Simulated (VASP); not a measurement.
A run of VASP 6.6.1 is set up as follows.

File INCAR:

```
SYSTEM = KC2
PREC = Accurate
ENCUT = 600
EDIFF = 1E-6
ISMEAR = 0
SIGMA = 0.1
LREAL = .FALSE.
LASPH = .TRUE.
NELM = 100
ALGO = Normal
ISIF = 3
LWAVE = .FALSE.
LCHARG = .FALSE.
GGA = PE
IVDW = 12
IBRION = 2
NSW = 100
EDIFFG = -0.01
```

Contents of KPOINTS:

```
Automatic mesh
0
G
  21 21 10
  0 0 0
```

Contents of POSCAR:

```
KC2
1.0
    2.6671497815      0.0000000000      0.0000000000
   -1.3335748908      2.3098194665      0.0000000000
    0.0000000000      0.0000000000      4.8093784697
K C
1 2
Direct
    0.0000000000      0.0000000000      0.0000000000
    0.3333333333      0.6666666667      0.5000000000
    0.6666666667      0.3333333333      0.5000000000
```

Potentials or basis: VASP PAW PBE potentials, release 64 (K_sv, C).

Run with:

```bash
$ cat potpaw_PBE.64/K_sv/POTCAR potpaw_PBE.64/C/POTCAR > POTCAR
$ mpirun -np 1 vasp_std > vasp.out
```

(1) Predict the space group after relaxing (to 0.1 Å).

(2) What does it give for the relaxed volume?

(3) Predict the band gap on the k mesh.

## Answers

(1) P6/mmm (No. 191).

(2) 9.92 Å³/atom.

(3) zero (an odd number of electrons rules out a gap without spin polarisation).

Caveat: an odd number of electrons without spin polarisation forces a metal; a magnetic or distorted state may lie lower.
